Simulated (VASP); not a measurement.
# ZrH3 (Cmmm) in VASP: a series of runs

Runs on ZrH3. Level: PBEsol. Tasks: single point.

Program: VASP 6.6.1. These are calculated values, not measurements. Logs are shortened: lines on timing, memory, paths and dates and some standing lists are left out, and cuts for length are marked.

## (1) The cell of the first run

The structure is orthorhombic, space group Cmmm (No. 65). The conventional cell has a = 4.377 Å, b = 4.465 Å, c = 3.126 Å, α = 90.00°, β = 90.00°, γ = 90.00°. Zr (site symmetry mmm) has 12 H at 2.19 to 2.23 Å within 2.9 Å. H (site symmetry 2/m) has 8 H at 2.19 to 2.23 Å and 4 Zr at 2.21 Å within 2.9 Å. H (site symmetry mmm) has 4 Zr at 2.19 to 2.23 Å and 8 H at 2.21 Å within 2.9 Å.

## (2) Single point, PBEsol

Contents of INCAR:

```
  ALGO = Normal
  EDIFF = 1E-6
  ENCUT = 520
  GGA = PS
  ISIF = 2
  ISMEAR = 1
  LASPH = True
  LCHARG = False
  LREAL = False
  LWAVE = False
  NBANDS = 16
  NELM = 60
  PREC = Accurate
  SIGMA = 0.1
```

Contents of KPOINTS:

```
k-points
0
Gamma
  11 11 11
```

Contents of POSCAR:

```
ZrH3
1.0
    3.1260380000      0.0312603800      0.0000000000
    0.0312603800      3.1260380000      0.0000000000
    0.0000000000      0.0000000000      3.1260380000
Zr H
1 3
Direct
    0.0000000000      0.0000000000      0.0000000000
    0.0000000000      0.5000000000      0.5000000000
    0.5000000000      0.0000000000      0.5000000000
    0.5000000000      0.5000000000      0.0000000000
```

Potentials or basis: VASP PAW PBE potentials, release 64 (Zr_sv, H).

Launch:

```bash
$ cat potpaw_PBE.64/Zr_sv/POTCAR potpaw_PBE.64/H/POTCAR > POTCAR
$ mpirun -np 1 vasp_std > vasp.out
```

OUTCAR:

```text
EDIFF = 1E-6
   ENCUT = 520
   GGA = PS
   ISIF = 2
   ISMEAR = 1
   LASPH = True
   LREAL = False
   NELM = 60
   PREC = Accurate

 ion  position               nearest neighbor table
   1  0.000  0.000  0.000-   4 2.19   4 2.19   2 2.21   3 2.21   2 2.21   2 2.21   2 2.21   3 2.21
                             3 2.21   3 2.21   4 2.23   4 2.23
   2  0.000  0.500  0.500-   1 2.21   1 2.21   1 2.21   1 2.21
   3  0.500  0.000  0.500-   1 2.21   1 2.21   1 2.21   1 2.21
   4  0.500  0.500  0.000-   1 2.19   1 2.19   1 2.23   1 2.23

  LATTYP: Found a base centered orthorhombic cell.
 ALAT       =     4.3766764827
 B/A-ratio  =     1.0202020202
 C/A-ratio  =     0.7142492739

  Lattice vectors:

 A1 = (  -0.0312603800,  -3.1260380000,   0.0000000000)
 A2 = (   3.1260380000,   0.0312603800,   0.0000000000)
 A3 = (   0.0000000000,   0.0000000000,   3.1260380000)

Analysis of symmetry for initial positions (statically):
=====================================================================
 Subroutine PRICEL returns:
 Original cell was already a primitive cell.

 Routine SETGRP: Setting up the symmetry group for a
 base centered orthorhombic supercell.

 Subroutine GETGRP returns: Found  8 space group operations
 (whereof  8 operations were pure point group operations)
 out of a pool of  8 trial point group operations.

The static configuration has the point symmetry D_2h.

Analysis of symmetry for dynamics (positions and initial velocities):
=====================================================================
 Subroutine PRICEL returns:
 Original cell was already a primitive cell.

 Routine SETGRP: Setting up the symmetry group for a
 base centered orthorhombic supercell.

 Subroutine GETGRP returns: Found  8 space group operations
 (whereof  8 operations were pure point group operations)
 out of a pool of  8 trial point group operations.

The dynamic configuration has the point symmetry D_2h.

 Subroutine INISYM returns: Found  8 space group operations
 (whereof  8 operations are pure point group operations),
 and found     1 'primitive' translations

----------------------------------------------------------------------------------------

                                     Primitive cell

  volume of cell :      30.5449

  direct lattice vectors                    reciprocal lattice vectors
     3.126038000  0.031260380  0.000000000     0.319925737 -0.003199257  0.000000000
     0.031260380  3.126038000  0.000000000    -0.003199257  0.319925737  0.000000000
     0.000000000  0.000000000  3.126038000     0.000000000  0.000000000  0.319893744

  length of vectors
     3.126194298  3.126194298  3.126038000     0.319941733  0.319941733  0.319893744

  position of ions in fractional coordinates (direct lattice)
     0.000000000  0.000000000  0.000000000
     0.000000000  0.500000000  0.500000000
     0.500000000  0.000000000  0.500000000
     0.500000000  0.500000000  0.000000000

  ion indices of the primitive-cell ions
   primitive index   ion index
                 1           1
                 2           2
                 3           3
                 4           4

----------------------------------------------------------------------------------------

 KPOINTS: k-points

Automatic generation of k-mesh.
 Grid dimensions read from file:
 generate k-points for:   11   11   11

 Generating k-lattice:

  Cartesian coordinates                     Fractional coordinates (reciprocal lattice)
     0.029084158 -0.000290842  0.000000000     0.090909091  0.000000000  0.000000000
    -0.000290842  0.029084158  0.000000000     0.000000000  0.090909091  0.000000000
     0.000000000  0.000000000  0.029081249     0.000000000  0.000000000  0.090909091

  Length of vectors
     0.029085612  0.029085612  0.029081249

  Shift w.r.t. Gamma in fractional coordinates (k-lattice)
     0.000000000  0.000000000  0.000000000

 Subroutine IBZKPT returns following result:
 ===========================================

 Found    216 irreducible k-points:

 Following reciprocal coordinates:
            Coordinates               Weight
  0.000000  0.000000  0.000000      1.000000
  0.090909 -0.000000  0.000000      4.000000
  0.181818 -0.000000  0.000000      4.000000
  0.272727 -0.000000  0.000000      4.000000
  0.363636 -0.000000  0.000000      4.000000
  0.454545 -0.000000  0.000000      4.000000
[... 16 lines left out ...]
 -0.272727  0.181818  0.000000      4.000000
 -0.181818  0.181818  0.000000      2.000000
 [... further k-points ...]
   k-points           NKPTS =    216   k-points in BZ     NKDIM =    216   number of bands    NBANDS=     16
   number of dos      NEDOS =    301   number of ions     NIONS =      4
   total plane-waves  NPLWV =  13824
   dimension x,y,z NGX =    24 NGY =   24 NGZ =   24
   dimension x,y,z NGXF=    48 NGYF=   48 NGZF=   48
   ions per type =               1   3
   NGX,Y,Z   is equivalent  to a cutoff of  12.76, 12.76, 12.76 a.u.
   NGXF,Y,Z  is equivalent  to a cutoff of  25.53, 25.53, 25.53 a.u.
 SYSTEM =  unknown system
   PREC   = accura    normal or accurate (medium, high low for compatibility)
   ISTART =      0    job   : 0-new  1-cont  2-samecut
   ICHARG =      2    charge: 1-file 2-atom 10-const
   ISPIN  =      1    spin polarized calculation?
   LNONCOLLINEAR =      F non collinear calculations
   LSORBIT =      F    spin-orbit coupling
   LASPH  =      T    aspherical Exc in radial PAW
   ENCUT  =  520.0 eV  38.22 Ry    6.18 a.u.   5.81  5.81  5.81*2*pi/ulx,y,z
   NELM   =     60;   NELMIN=  2; NELMDL= -5     # of ELM steps
   EDIFF  = 0.1E-05   stopping-criterion for ELM
   LREAL  =      F    real-space projection
   EDIFFG = 0.1E-04   stopping-criterion for IOM
   NSW    =      0    number of steps for IOM
   IBRION =     -1    ionic relax: 0-MD 1-quasi-New 2-CG
   NFREE  =      0    steps in history (QN), initial steepest desc. (CG)
   ISIF   =      2    stress and relaxation
   ISYM   =      2    0-nonsym 1-usesym 2-fastsym
   POTIM  = 0.5000    time-step for ionic-motion
   TEBEG  =    0.0;   TEEND  =   0.0 temperature during run
   PSTRESS=    0.0 pullay stress
   NELECT =      15.0000    total number of electrons
   NUPDOWN=      -1.0000    fix difference up-down
   EMIN   =  10.00;   EMAX   =-10.00  energy-range for DOS
   EFERMI =   0.00;   METHOD = LEGACY
   ISMEAR =     1;   SIGMA  =   0.10  broadening in eV -4-tet -1-fermi 0-gaus
   EFERMI_NEDOS =   21; number of points for ismear=-14 and -15
   IALGO  =     38    algorithm
   IMIX   =      4    mixing-type and parameters
     AMIX     =   0.40;   BMIX     =  1.00
     AMIX_MAG =   1.60;   BMIX_MAG =  1.00
  volume/ion in A,a.u.               =       7.64        51.53
  Fermi-wavevector in a.u.,A,eV,Ry     =   1.291592  2.440756 22.697387  1.668211
  Thomas-Fermi vector in A             =   2.423353
   LORBIT       =      0    0 simple, 1 ext, 2 COOP (PROOUT), +10 PAW based schemes
   GGA     = PS    functional components
   LHFCALC =     F    Hartree Fock is set to
   AEXX    =    0.0000 exact exchange contribution
   IVDW    =     0    specifies the selected vdW correction
   LEPSILON=     F    determine dielectric tensor
   LRPA    =     F    only Hartree local field effects (RPA)
 non-spin polarized calculation
 Methfessel and Paxton  Order N= 1 SIGMA  =   0.10
  energy-cutoff  :      520.00
  volume of cell :       30.54
 maximum number of plane-waves:       850
   NGX = 11   NGY = 11   NGZ = 11

 number of electron      15.0000002 magnetization

 Free energy of the ion-electron system (eV)
  ---------------------------------------------------
  ext. energy  EPLUGINS =         0.00000000
  ---------------------------------------------------
  free energy    TOTEN  =       -20.36754864 eV

  energy without entropy =      -20.36693511  energy(sigma->0) =      -20.36734413

 E-fermi :   7.6929     XC(G=0): -11.3125

 val. band max:        7.6918745037   @ k =  -0.4545   0.2727   0.1818
 cond. band min:       7.6941577629   @ k =  -0.4545   0.1818   0.2727
 fundamental gap:      0.0022832591
 Fermi energy:         7.6928938835

 k-point     1 :       0.0000    0.0000    0.0000
  band No.  band energies     occupation
      1     -41.4480      2.00000
      2     -19.2069      2.00000
      3     -19.1978      2.00000
      4     -19.1887      2.00000
      5      -2.4451      2.00000
      6       3.5746      2.00000
[... 8 lines left out ...]
     15      16.0002      0.00000
     16      20.8582      0.00000

 k-point     2 :       0.0909   -0.0000    0.0000
  band No.  band energies     occupation
      1     -41.4425      2.00000
      2     -19.2625      2.00000
      3     -19.1926      2.00000
      4     -19.1915      2.00000
      5      -2.2845      2.00000
      6       3.6059      2.00000
[... 8 lines left out ...]
     15      16.3681      0.00000
     16      21.6218      0.00000

 k-point     3 :       0.1818   -0.0000    0.0000
  band No.  band energies     occupation
      1     -41.4278      2.00000
      2     -19.4286      2.00000
      3     -19.1785      2.00000
      4     -19.1784      2.00000
      5      -1.8261      2.00000
      6       3.5944      2.00000
[... 8 lines left out ...]
     15      17.3567      0.00000
     16      23.4729      0.00000

 k-point     4 :       0.2727   -0.0000    0.0000
  band No.  band energies     occupation
      1     -41.4084      2.00000
      2     -19.6400      2.00000
      3     -19.1603      2.00000
      4     -19.1601      2.00000
      5      -1.1263      2.00000
      6       3.3275      2.00000
[... 8 lines left out ...]
     15      18.4796      0.00000
     16      24.6840      0.00000
[... 324 lines left out ...]
 k-point    22 :      -0.3636    0.1818    0.0000
  band No.  band energies     occupation
      1     -41.3710      2.00000
      2     -19.7951      2.00000
      3     -19.3576      2.00000
      4     -19.1247      2.00000
      5       0.2046      2.00000
      6       2.9250      2.00000
[... 8 lines left out ...]
     15      21.1554      0.00000
     16      21.9842      0.00000

 k-point    23 :      -0.2727    0.1818    0.0000
  band No.  band energies     occupation
      1     -41.3886      2.00000
      2     -19.6135      2.00000
      3     -19.3789      2.00000
      4     -19.1414      2.00000
      5      -0.5850      2.00000
      6       3.6282      2.00000
[... 8 lines left out ...]
     15      20.0741      0.00000
     16      23.1021      0.00000

 k-point    24 :      -0.1818    0.1818    0.0000
  band No.  band energies     occupation
      1     -41.4077      2.00000
      2     -19.4274      2.00000
      3     -19.3825      2.00000
      4     -19.1595      2.00000
      5      -1.2304      2.00000
      6       3.8846      2.00000
[... 8 lines left out ...]
     15      18.8653      0.00000
     16      24.6137      0.00000

 [... further k-points ...]
[... 5 lines left out ...]
  --------------------------------------------------------------------------------------
  -------------------------------------------------------------------------------------
  Total       -0.8511722     -0.8511722     -0.8704513     -0.2302691      0.0000000      0.0000000
  in kB      -44.6466326    -44.6466326    -45.6578772    -12.0783324      0.0000000      0.0000000
  external PRESSURE =     -44.9837141 kB  Pullay stress =       0.0000000 kB

 VOLUME and BASIS-vectors are now :
 -----------------------------------------------------------------------------
  energy-cutoff  :      520.00
  volume of cell :       30.54
      direct lattice vectors                 reciprocal lattice vectors
     3.126038000  0.031260380  0.000000000     0.319925737 -0.003199257  0.000000000
     0.031260380  3.126038000  0.000000000    -0.003199257  0.319925737  0.000000000
     0.000000000  0.000000000  3.126038000     0.000000000  0.000000000  0.319893744

 POSITION                                       TOTAL-FORCE (eV/Angst)
 -----------------------------------------------------------------------------------
      0.00000      0.00000      0.00000        -0.000000      0.000000      0.000000
      0.01563      1.56302      1.56302        -0.000000      0.000000      0.000000
      1.56302      0.01563      1.56302        -0.000000      0.000000      0.000000
      1.57865      1.57865      0.00000         0.000000      0.000000      0.000000
 -----------------------------------------------------------------------------------
    total drift:                                0.000000      0.000000      0.000000

  FREE ENERGIE OF THE ION-ELECTRON SYSTEM (eV)
  ---------------------------------------------------
  free  energy   TOTEN  =       -20.3675486361 eV

  energy  without entropy=      -20.3669351093  energy(sigma->0) =      -20.36734413
```

It took 77 s on 1 thread of Intel Xeon Platinum 8259CL at 2.50GHz (Skylake/Cascade Lake), shared host; peak memory 0.21 GiB.

Results:

- Free energy: -20.3675 eV
- Pressure: -4.5 GPa

Levels at points of the mesh, in eV from the Fermi level:
| k point | band 5 | band 6 | band 7 | band 8 | band 9 | band 10 |
| --- | --- | --- | --- | --- | --- | --- |
| (0.00, 0.00, 0.00) | -10.14 | -4.12 | -4.11 | 3.71 | 3.73 | 3.76 |

Caveat: the PAW data sets were made with another functional, which shifts forces and pressure a little.

## (3) Single point, PBEsol

Contents of INCAR:

```
SYSTEM = ZrH3
PREC = Accurate
ENCUT = 520
EDIFF = 1E-7
ISMEAR = 1
SIGMA = 0.1
LREAL = .FALSE.
LASPH = .TRUE.
NELM = 80
ALGO = Normal
ISIF = 2
LWAVE = .FALSE.
LCHARG = .FALSE.
GGA = PS
NBANDS = 16
```

Contents of KPOINTS:

```
regular mesh
0
G
  11 11 11
  0 0 0
```

Changes to POSCAR since step 2:

```diff
@@ -2,4 +2,4 @@
 1.0
-    3.1260380000      0.0312603800      0.0000000000
-    0.0312603800      3.1260380000      0.0000000000
+    3.1260380000      0.0468905700      0.0000000000
+    0.0468905700      3.1260380000      0.0000000000
     0.0000000000      0.0000000000      3.1260380000
```

Potentials or basis: VASP PAW PBE potentials, release 64 (Zr_sv, H).

Launch:

```bash
$ cat potpaw_PBE.64/Zr_sv/POTCAR potpaw_PBE.64/H/POTCAR > POTCAR
$ mpirun -np 1 vasp_std > vasp.out
```

Wall time 74 s (1 thread of Intel Xeon Platinum 8259CL at 2.50GHz (Skylake/Cascade Lake), shared host); peak memory 0.21 GiB.

The run converged. Its results:

```yaml
Free_energy: -20.3648 eV
Pressure: -4.5 GPa
```

Stress tensor (GPa, compression positive):
```
-4.39 -1.85  0.00
-1.85 -4.39  0.00
 0.00  0.00 -4.60
```

Levels at points of the mesh, in eV from the Fermi level:
```
           k point  band 5  band 6  band 7  band 8  band 9  band 10
(0.00, 0.00, 0.00)  -10.14   -4.12   -4.11    3.67    3.72     3.77
```

Caveat: the PAW data sets were made with another functional, which shifts forces and pressure a little.
